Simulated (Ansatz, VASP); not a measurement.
**One calculation of C, two programs**

```xyz
4
Lattice="2.4521 0.0000 0.0000 -1.2260 2.1236 0.0000 0.0000 0.0000 7.4053" Properties=species:S:1:pos:R:3 pbc="T T T"
C     0.0000    0.0000    0.0185
C     0.0000    0.0000    3.7211
C     0.0000    1.4157    0.0185
C     1.2260    0.7079    3.7211
```

Alike in both runs: task single point; functional PBEsol; dispersion D3(BJ); k mesh 21 × 21 × 8; occupations gaussian, width 0.15 eV; no spin polarisation.

|  | VASP | Ansatz |
| --- | --- | --- |
| version | VASP 6.6.1 | Ansatz 0.2.0 |
| potentials or method | VASP PAW PBE potentials, release 64 (C), cutoff 520 eV | scalar-relativistic, plane waves, PAW |
| valence electrons in the cell | 16 | 16 |

|  | VASP | Ansatz | Ansatz less VASP |
| --- | --- | --- | --- |
| gap on the k mesh at the Fermi level (eV) | none | none | - |
| pressure (GPa) | 2.1 | 1.4 | -0.67 |
| traceless stress, the component that is largest in VASP (GPa) | -4.12 | -3.38 | +0.742 |

VASP's potentials were made for PBE, not for PBEsol, and Ansatz warns of the same on its side. A gap of «none» marks a metal or a gap that the smearing closes.
